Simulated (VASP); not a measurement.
Wanted: the native input for a VASP 6.6.1 run.

* Task: single point
* Functional: PBE
* Potentials or basis: VASP PAW PBE potentials, release 64 (Ti_sv)
* Cutoff: 520 eV
* k mesh: 18 × 18 × 18
* Occupations: gaussian, width 0.05 eV
* Spin: non-collinear spin, zero start, spin-orbit coupling
* Starting moments: [[0.0, 0.0, 0.0]] μB
* Dipole correction: no
* k mesh for the DOS: 27 × 27 × 27
* Occupations for the DOS: tetrahedron
* Further INCAR settings: ALGO = Fast; EDIFF = 1e-06

The system is Ti.

```
Ti
1.0
     0.00000    2.05624    2.05624
     2.05624    0.00000    2.05624
     2.05624    2.05624    0.00000
Ti
1
Direct
  0.00000 0.00000 0.00000
```

This isn't the form of Ti at room conditions, which is hcp.

The input as run:

POSCAR

```
Ti
1.0
    0.0000000000      2.0562367584      2.0562367584
    2.0562367584      0.0000000000      2.0562367584
    2.0562367584      2.0562367584      0.0000000000
Ti
1
Direct
    0.0000000000      0.0000000000      0.0000000000
```

INCAR.step1

```
SYSTEM = Ti
PREC = Accurate
ENCUT = 520
EDIFF = 1E-6
ISMEAR = 0
SIGMA = 0.05
LREAL = .FALSE.
LASPH = .TRUE.
NELM = 150
ALGO = Fast
ISIF = 2
LWAVE = .FALSE.
LCHARG = .TRUE.
MAGMOM = 0 0 0
LSORBIT = .TRUE.
GGA_COMPAT = .FALSE.
LORBMOM = .TRUE.
LMAXMIX = 4
GGA = PE
NBANDS = 23
```

KPOINTS.step1

```
regular mesh
0
G
  18 18 18
  0 0 0
```

INCAR.step2

```
SYSTEM = Ti
PREC = Accurate
ENCUT = 520
EDIFF = 1E-6
ISMEAR = -5
SIGMA = 0.05
LREAL = .FALSE.
LASPH = .TRUE.
NELM = 150
ALGO = Fast
ISIF = 2
LWAVE = .FALSE.
LCHARG = .FALSE.
MAGMOM = 0 0 0
LORBIT = 11
LSORBIT = .TRUE.
GGA_COMPAT = .FALSE.
LORBMOM = .TRUE.
LMAXMIX = 4
GGA = PE
NEDOS = 2001
ICHARG = 11
```

KPOINTS.step2

```
regular mesh
0
G
  27 27 27
  0 0 0
```

Potentials or basis: VASP PAW PBE potentials, release 64 (Ti_sv).

Command:

```bash
$ cat potpaw_PBE.64/Ti_sv/POTCAR > POTCAR
$ cp INCAR.step1 INCAR
$ cp KPOINTS.step1 KPOINTS
$ mpirun -np 1 vasp_ncl > vasp.out
$ cp INCAR.step2 INCAR
$ cp KPOINTS.step2 KPOINTS
$ mpirun -np 1 vasp_ncl > vasp.out
```

Results of the run:

- Net moment: 0.00 μB per cell
- Valence electrons inside the program's atomic spheres: Ti 10.25

Wall time 19 min on 1 thread of Oxide Virtual Turin-like Processor, on a shared host, peak memory 0.36 GiB.
